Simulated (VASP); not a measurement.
SnSe, 2 atoms in the cell. The structure is cubic, space group Fm-3m (No. 225). Conventional cell: a = 5.942 Å, b = 5.942 Å, c = 5.942 Å, α = 90.00°, β = 90.00°, γ = 90.00°. Sn (site symmetry m-3m) has 6 Se at 2.97 Å within 3.9 Å. Se (site symmetry m-3m) has 6 Sn at 2.97 Å within 3.9 Å. 

- Program: VASP 6.6.1
- Task: single point
- Functional: revPBE
- Dispersion: D3(BJ)
- Potentials or basis: VASP PAW PBE potentials, release 64 (Sn_d, Se)
- Cutoff: 520 eV
- k mesh: 8 × 8 × 8
- Occupations: fermi-dirac, width 0.05 eV
- Spin: no spin polarisation
- Dipole correction: no
- Further INCAR settings: ALGO = Normal; EDIFF = 1e-06; NBANDS = 17

Potentials or basis: VASP PAW PBE potentials, release 64 (Sn_d, Se).

The run is started by

```console
$ cat potpaw_PBE.64/Sn_d/POTCAR potpaw_PBE.64/Se/POTCAR > POTCAR
$ mpirun -np 1 vasp_std > vasp.out
```

Hardware: 1 thread of Intel Xeon 6975P-C (shared host).

Task: Estimate the wall time of this run.

Result: It took 22 s on 1 thread of Intel Xeon 6975P-C (shared host), peak memory 0.2 GiB. Counts: scf iterations 12, k points 29.
